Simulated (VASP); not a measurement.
A run of VASP 6.6.1:

Contents of INCAR:

```
AGGAC = 1.0
AGGAX = 1.0
ALDAC = 0.0
ALDAX = 1.0
ALGO = Normal
EDIFF = 1E-6
ENCUT = 500
GGA = B5
GGA_COMPAT = False
ISIF = 2
ISMEAR = 0
ISYM = 0
LASPH = True
LCHARG = False
LREAL = False
LWAVE = False
NBANDS = 16
NELM = 120
PREC = Accurate
SIGMA = 0.01
```

KPOINTS

```
Automatic mesh
0
Gamma
  6 6 6
  0.5 0.5 0.5
```

Contents of POSCAR:

```
HgS
1.0
    0.0000000000      2.9258500000      2.9258500000
    2.9258500000      0.0000000000      2.9258500000
    2.9258500000      2.9258500000      0.0000000000
Hg S
1 1
Direct
    0.0000000000      0.0000000000      0.0000000000
    0.2500000000      0.2500000000      0.2500000000
```

Potentials or basis: VASP PAW PBE potentials, release 64 (Hg, S).

The run is started by

```sh
$ cat potpaw_PBE.64/Hg/POTCAR potpaw_PBE.64/S/POTCAR > POTCAR
$ mpirun -np 1 vasp_std > vasp.out
```

Hardware: 1 thread of Intel Xeon 8259CL, with other jobs on the host.

**Question.** How long does it take, and how much memory?

**Answer.** Wall time 4.5 min on 1 thread of Intel Xeon 8259CL (shared host), peak memory 0.43 GiB. Counts: scf iterations 13, k points 432.
